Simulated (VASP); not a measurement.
Set up this calculation in VASP 6.6.1, as the native input.

- Task: relaxation of cell and atoms
- Functional: LDA
- Potentials or basis: VASP PAW LDA potentials, release 64 (Hf_pv)
- Cutoff: 600 eV
- k mesh: 12 × 12 × 8
- Occupations: gaussian, width 0.1 eV
- Spin: no spin polarisation
- Dipole correction: no
- Further INCAR settings: ALGO = Normal; EDIFF = 1e-06; IBRION = 2; EDIFFG = -0.002; NSW = 100; ISIF = 3

The structure of Hf lies in POSCAR:

```
Hf
1.0
    3.1923846300      0.0000000000      0.0000000000
   -1.5961923200      2.7646861900      0.0000000000
    0.0000000000      0.0000000000      5.0450416400
Hf
2
Direct
    0.3333333300      0.6666666700      0.2500000000
    0.6666666700      0.3333333300      0.7500000000
```

The input as run:

INCAR

```
SYSTEM = Hf
ALGO     = Normal         ! electronic algorithm
EDIFF    = 1E-6           ! SCF threshold, eV
EDIFFG   = -0.002         ! ionic threshold
ENCUT    = 600            ! plane-wave cutoff, eV
IBRION   = 2              ! ionic algorithm
ISIF     = 3              ! what is computed and relaxed
ISMEAR   = 0              ! smearing method
LASPH    = .TRUE.         ! aspherical terms in the spheres
LCHARG   = .FALSE.        ! write CHGCAR
LREAL    = .FALSE.        ! projectors in reciprocal space
LWAVE    = .FALSE.        ! write WAVECAR
NELM     = 100            ! most SCF steps
NSW      = 100            ! ionic steps
PREC     = Accurate       ! precision mode
SIGMA    = 0.1            ! smearing width, eV
```

KPOINTS

```
k-points
0
G
  12 12 8
  0 0 0
```

Potentials or basis: VASP PAW LDA potentials, release 64 (Hf_pv).

Run with:

```console
$ cat potpaw_LDA.64/Hf_pv/POTCAR > POTCAR
$ mpirun -np 1 vasp_std > vasp.out
```

Results of the run:

* Relaxed volume: 20.84 Å³/atom
* Relaxed cell: a = 3.119 Å, b = 3.119 Å, c = 4.947 Å, α = 90.00°, β = 90.00°, γ = 120.00°
* Space group after relaxing (to 0.05 Å): P6_3/mmc (No. 194)
* Energy gained by relaxing: 33.2 meV/atom
* Ionic steps: 8
* Pressure after relaxing: 0.0 GPa
* Band gap on the k mesh: zero (band 10 reaches 6.43 eV, above the bottom of band 11 at 5.02 eV)

Caveat: spin-orbit coupling is left out, which moves the levels of the heavy elements.

It took 120 s on 1 thread of AMD EPYC 9R45 96-Core Processor (Zen 5), with other jobs on the host, peak memory 0.18 GiB.
